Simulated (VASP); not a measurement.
A run of VASP 6.6.1 is set up as follows.

Contents of INCAR:

```
ALGO = Normal
EDIFF = 1E-6
ENCUT = 520
GGA = PS
ISIF = 2
ISMEAR = -1
LASPH = True
LCHARG = True
LELF = True
LREAL = Auto
LVHAR = True
LWAVE = False
NBANDS = 62
NELM = 80
PREC = Accurate
SIGMA = 0.05
```

File KPOINTS:

```
k-points
0
Gamma
  6 4 1
```

POSCAR

```
Si2C2F
1.0
    2.1784270000     -2.1784270000      0.0000000000
    0.0000000000      0.0000000000      4.3568530000
  -18.5846480000    -18.5846480000      0.0000000000
Si C F
8 8 4
Direct
    0.9988620000      0.0108760000      0.5289130000
    0.9988530000      0.0063990000      0.2946300000
    0.9988620000      0.0082780000      0.6452000000
    0.9988600000      0.0100580000      0.4115970000
    0.4988370000      0.5064210000      0.7053000000
    0.4988600000      0.5108790000      0.4710370000
    0.4988620000      0.5100660000      0.5883500000
    0.4988540000      0.5082830000      0.3547540000
    0.9988390000      0.2672120000      0.7021700000
    0.9988690000      0.2608690000      0.4702650000
    0.9988670000      0.2614640000      0.5872930000
    0.9988550000      0.2601520000      0.3525200000
    0.4988590000      0.7601690000      0.6474200000
    0.4988640000      0.7614550000      0.4126590000
    0.4988710000      0.7608690000      0.5296830000
    0.4988500000      0.7671760000      0.2977820000
    0.9988600000      0.1355570000      0.2383620000
    0.9988430000      0.0811500000      0.7461730000
    0.4988520000      0.6357800000      0.7615540000
    0.4988280000      0.5807890000      0.2538140000
```

Potentials or basis: VASP PAW PBE potentials, release 64 (Si, C, F).

Launch:

```sh
$ cat potpaw_PBE.64/Si/POTCAR potpaw_PBE.64/C/POTCAR potpaw_PBE.64/F/POTCAR > POTCAR
$ mpirun -np 1 vasp_std > vasp.out
```

(1) What does it give for the largest force?

(2) What does it give for the band gap on the k mesh?

Answers

(1) 0.347 eV/Å.

(2) 1.45 eV (least direct gap 1.47 eV).

Caveat: there is no dipole correction, which matters where the two faces differ; the PAW data sets were made with another functional, which shifts forces and pressure a little.
